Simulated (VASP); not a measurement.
Sn3As:

```
Sn As
1.0
     0.00000    3.66660    3.66660
     3.66660    0.00000    3.66660
     3.66660    3.66660    0.00000
Sn As
3 1
Direct
  0.75000 0.75000 0.75000
  0.50000 0.50000 0.50000
  0.25000 0.25000 0.25000
  0.00000 0.00000 0.00000
```

- Program: VASP 6.6.1
- Task: relaxation of cell and atoms
- Functional: PBE
- Potentials or basis: VASP PAW PBE potentials, release 64 (Sn_d, As)
- Cutoff: 600 eV
- k mesh: 12 × 12 × 12
- Occupations: gaussian, width 0.1 eV
- Spin: no spin polarisation

At the start: pressure 1.8 GPa; volume 24.65 Å³/atom.

Question: Where does the relaxation end?

Answer: Over 5 steps the energy falls by 4.5 meV/atom and the volume is 25.45 Å³/atom (+3.3 %); space group Fm-3m (No. 225, to 0.05 Å).

Step by step:
```csv
step,energy change (eV),largest force (eV/Å),pressure (GPa),volume (Å³)
1,0.0000,0.0000,1.84,98.59
2,-0.0171,0.0000,-0.32,102.68
3,-0.0182,0.0000,-0.06,101.91
4,-0.0182,0.0000,0.08,101.79
5,-0.0182,0.0000,0.01,101.80
```

Final structure:
```cif
data_structure
_symmetry_space_group_name_H-M 'P 1'
_symmetry_Int_Tables_number 1
_cell_length_a 5.2411
_cell_length_b 5.2411
_cell_length_c 5.2411
_cell_angle_alpha 60.000
_cell_angle_beta 60.000
_cell_angle_gamma 60.000
_cell_volume 101.80
loop_
_atom_site_label
_atom_site_type_symbol
_atom_site_fract_x
_atom_site_fract_y
_atom_site_fract_z
_atom_site_occupancy
Sn1 Sn 0.75000 0.75000 0.75000 1
Sn2 Sn 0.50000 0.50000 0.50000 1
Sn3 Sn 0.25000 0.25000 0.25000 1
As1 As 0.00000 0.00000 0.00000 1
```
